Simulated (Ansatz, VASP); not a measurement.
# Two plane-wave programs on K2S

```
K S
1.0
     0.00000    3.81195    3.81195
     3.81195    0.00000    3.81195
     3.81195    3.81195    0.00000
K S
2 1
Cartesian
  1.9060 1.9060 1.9060
  5.7179 5.7179 5.7179
  0.0000 0.0000 0.0000
```

Change from the starting cell: hydrostatic strain +3.0%.

Alike in both runs: task single point; functional PBE; k mesh 6 × 6 × 6; occupations fermi-dirac, width 0.02 eV; no spin polarisation.

|  | VASP | Ansatz |
| --- | --- | --- |
| version | VASP 6.6.1 | Ansatz 0.2.0 |
| potentials or method | VASP PAW PBE potentials, release 64 (K_sv, S) | plane waves, PAW |
| plane-wave cutoff (eV) | 500 | 420 |
| valence electrons in the cell | 24 | 24 |

```tsv
	VASP	Ansatz	Ansatz less VASP
gap on the k mesh at the Fermi level (eV)	2.16	2.16	+0.001
pressure (GPa)	-1.0	-1.0	-0.02
```
